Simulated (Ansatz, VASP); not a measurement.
**Two plane-wave programs on V**

```
V
1.0
    -1.50670    1.50670    1.50670
     1.50670   -1.50670    1.50670
     1.50670    1.50670   -1.50670
V
1
Direct
  0.00000 0.00000 0.00000
```

Alike in both runs: task single point; functional revPBE; k mesh 24 × 24 × 24; occupations fermi-dirac, width 0.05 eV; collinear spin.

|  | VASP | Ansatz |
| --- | --- | --- |
| version | VASP 6.6.1 | Ansatz 0.2.0 |
| potentials or method | VASP PAW PBE potentials, release 64 (V_sv), cutoff 520 eV | plane waves (420 eV) with PAW, scalar-relativistic |
| valence electrons in the cell | 13 | 13 |

Ansatz gave:

- pressure (GPa): 0.2
- net moment per atom (μB): 0.00

Task: Estimate VASP's values.

Result: Pressure (GPa): 0.4; net moment per atom (μB): 0.00.

VASP's potentials were made for PBE, not for revPBE. Ansatz's warnings: seeded moment not kept.
